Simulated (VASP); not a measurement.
H13O6F: single point with r2SCAN+D3(BJ)

H13O6F:

```xyz
20
Lattice="5.9814 0.0000 0.0000 0.0000 5.9814 0.0000 0.0000 0.0000 5.9814" Properties=species:S:1:pos:R:3 pbc="T T T"
O     1.5724    0.1998    3.5575
O     3.2270    4.1709    4.1591
O    -0.6064    3.9378    5.7835
O     2.7401    1.9198   -0.0687
O     1.7585    5.4713    0.8864
O     5.0033    6.8208    6.8882
H     2.0211    0.9926    3.8181
H     1.7046    0.1083    2.5672
H     2.7785    5.0196    3.9279
H     3.4833    3.7637    3.3238
H    -1.2919    4.0325    5.0634
H    -0.3134    3.0285    5.9084
H     2.7334    2.5372    0.6912
H     2.8607    2.5337   -0.7827
H     2.1199    6.2557    0.4154
H     1.0843    5.1058    0.3021
H     4.2998    7.0793    6.2775
H     5.2309    5.9454    6.6091
H     4.6300    1.6058    2.0238
F     4.0347    2.1417    2.6318
```

```
Program             : VASP 6.6.1
Task                : single point
Functional          : r2SCAN
Dispersion          : D3(BJ)
Potentials or basis : VASP PAW PBE potentials, release 64 (O_h, H_h, F_h)
Cutoff              : 1110 eV
k mesh              : 1 × 1 × 1
Occupations         : fermi-dirac, width 0.05 eV
Spin                : no spin polarisation
```

```
Pressure                   : 0.0 GPa
Largest force              : 1.508 eV/Å
Dispersion energy per atom : -0.015 eV
```

Forces on the atoms (eV/Å):
```
O    0.059 -0.569 -1.229
O    0.313 -0.089  0.057
O    0.030  0.653 -0.090
O   -0.030  0.068  1.172
O    0.524  0.369 -0.131
O    0.175  0.851 -0.317
H    0.273  0.750  0.003
H   -0.434  0.059  1.055
H   -0.400 -0.245  0.161
H    0.090 -0.076 -0.139
H    0.470 -0.460  0.575
H   -0.308  0.156 -0.354
H   -0.012 -0.534 -0.222
H    0.066  0.946 -1.173
H   -0.412 -0.598  0.208
H   -0.096 -0.209 -0.069
H   -0.503  0.329 -0.124
H    0.481 -1.239  0.265
H   -0.612 -0.071  0.460
F    0.326 -0.090 -0.109
```

Stress tensor (GPa, compression positive):
```
-0.02 -0.34 -0.04
-0.34  0.11 -0.23
-0.04 -0.23 -0.17
```

Levels at points of the mesh, in eV from the Fermi level:
```
           k point  band 25  band 26  band 27  band 28  band 29  band 30  band 31  band 32
(0.00, 0.00, 0.00)    -1.66    -1.49    -1.28    -1.24     4.41     7.94     8.49     8.61
```

It took 4.3 min on 1 thread of Intel(R) Xeon(R) Platinum 8259CL CPU @ 2.50GHz (Skylake/Cascade Lake), with other jobs on the host, peak memory 0.76 GiB.

Caveat: the k points lie up to 1.05 Å⁻¹ apart, too coarse for converged energies, forces and pressures; the atoms stand as in a frame of molecular dynamics; the PAW data sets were made with another functional, which shifts forces and pressure a little.
